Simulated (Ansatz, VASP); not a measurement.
Ti3Al in VASP and in Ansatz

```xyz
4
Lattice="0.0000 3.1477 3.1477 3.1477 0.0000 3.1477 3.1477 3.1477 0.0000" Properties=species:S:1:pos:R:3 pbc="T T T"
Ti    4.7215    4.7215    4.7215
Ti    1.5738    1.5738    1.5738
Ti    0.0000    0.0000    0.0000
Al    3.1477    3.1477    3.1477
```

Alike in both runs: functional LDA; k mesh 6 × 6 × 6; occupations gaussian, width 0.1 eV; no spin polarisation.

Ansatz relaxed the structure, and its values are those at the end. VASP's run is a single point on that final structure, the one shown.

```csv
,VASP,Ansatz
version,VASP 6.6.1,Ansatz 0.2.0
potentials or method,"VASP PAW LDA potentials, release 64 (Ti_sv, Al), cutoff 520 eV","scalar-relativistic, plane waves, PAW"
valence electrons in the cell,39,39
```

|  | VASP | Ansatz | Ansatz less VASP |
| --- | --- | --- | --- |
| gap on the k mesh at the Fermi level (eV) | none | none | - |
| pressure (GPa) | 0.0 | 0.0 | -0.03 |

Ansatz warns that its potentials were made for another functional, while VASP's fit it. LDA's correlation is that of Perdew and Zunger in VASP and of Perdew and Wang (1992) in Ansatz. A gap of «none» marks a metal or a gap that the smearing closes.
